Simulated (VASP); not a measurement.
Input of a VASP 6.6.1 run:

Contents of INCAR:

```
SYSTEM = S
ALGO = Normal
EDIFF = 1E-6
EDIFFG = -0.005
ENCUT = 600
GGA = PS
IBRION = 2
ISIF = 3
ISMEAR = -1
LASPH = .TRUE.
LCHARG = .FALSE.
LREAL = .FALSE.
LWAVE = .FALSE.
NELM = 60
NSW = 60
PREC = Accurate
SIGMA = 0.05
```

The input KPOINTS:

```
k-points
0
G
  16 16 16
  0 0 0
```

POSCAR

```
S
1.0
    2.6380978033      0.0000000000      0.0000000000
    0.0000000000      2.6380978033      0.0000000000
    0.0000000000      0.0000000000      2.6380978033
S
1
Direct
    0.0000000000      0.0000000000      0.0000000000
```

Potentials or basis: VASP PAW PBE potentials, release 64 (S).

Command:

```bash
$ cat potpaw_PBE.64/S/POTCAR > POTCAR
$ mpirun -np 1 vasp_std > vasp.out
```

Problem. Estimate the relaxed cell.

Solution. a = 2.540 Å, b = 2.540 Å, c = 2.540 Å, α = 90.00°, β = 90.00°, γ = 90.00°.

Problem. Estimate the relaxed volume.

Solution. 16.39 Å³/atom.

Problem. Estimate the band gap on the k mesh.

Solution. Zero (bands 3 and 4 overlap by 7.21 eV).

Problem. What does it give for the space group after relaxing (to 0.1 Å)?

Solution. Pm-3m (No. 221).

The path:
```
step  energy change (eV)  largest force (eV/Å)  pressure (GPa)  volume (Å³)
   1              0.0000                0.0000           -8.64        18.36
   2             -0.0526                0.0000            3.51        15.85
   3             -0.0584                0.0000            0.03        16.39
```

Caveat: the PAW data sets were made with another functional, which shifts forces and pressure a little.
